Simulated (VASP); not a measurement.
BaHfO3:

```
CELL_PARAMETERS angstrom
4.16957 0.00000 0.00000
0.00000 4.16957 0.00000
0.00000 0.00000 4.17038
ATOMIC_POSITIONS crystal
Ba 0.50000 0.50000 0.99642
Hf 0.00000 0.00000 0.49788
O 0.00000 0.50000 0.49889
O 0.50000 0.00000 0.49889
O 0.00000 0.00000 0.99794
```

Base run:

- Program: VASP 6.6.1
- Functional: PBE
- Potentials or basis: VASP PAW PBE potentials, release 64 (Ba_sv, Hf_pv, O)
- Cutoff: 600 eV
- k mesh: 4 × 4 × 4
- Occupations: gaussian, width 0.1 eV
- Spin: no spin polarisation

Its results: band gap on the k mesh 3.58 eV, indirect (least direct gap 3.80 eV); pressure 3.6 GPa; largest force 0.024 eV/Å.

**Question.** The run is repeated on the same cell with these changes: functional from PBE to BLYP. What comes out?

**Answer.** Band gap on the k mesh 3.66 eV, indirect (least direct gap 3.87 eV); pressure 9.0 GPa; largest force 0.028 eV/Å.

BLYP binds less tightly than PBE, so the same cell stands under more pressure.

Caveats: spin-orbit coupling is left out, which moves the levels of the heavy elements; the PAW data sets were made with another functional, which shifts forces and pressure a little (some runs).

A k mesh can miss the band edges.
